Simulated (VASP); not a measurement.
Runs of VASP 6.6.1 on Cr. Symmetry: P6_3/mmc, No. 194, hexagonal system. Conventional cell: a = 2.714 Å, b = 2.714 Å, c = 4.410 Å, α = 90.00°, β = 90.00°, γ = 120.00°. Cr (site symmetry -6m2) has 12 Cr at 2.71 Å within 3.6 Å. 

| task | fixed moment (μB) | k mesh for the DOS | occupations for the DOS | pressure (GPa) | moment (μB) |
| --- | --- | --- | --- | --- | --- |
| density of states | - | 18 × 18 × 11 | tetrahedron | - | 1.00 |
| single point | 1.51 | - | - | -37.5 | 1.51 |
| single point | 1.34 | - | - | (a) | 1.34 |
| single point | 1.23 | - | - | -38.1 | 1.23 |

Alike in all rows: level LDA; potentials or basis VASP PAW LDA potentials, release 64 (Cr_pv); spin collinear, ferromagnetic start; cell as given; k mesh 12 × 12 × 7; cutoff (eV) 520; smearing fermi-dirac 0.03 eV.

Fill in the values left out.

(a) -37.9.

Caveats: the total moment is fixed, so each spin has its own Fermi level (some runs); tetrahedron occupations give inexact forces and stress in metals (some runs).
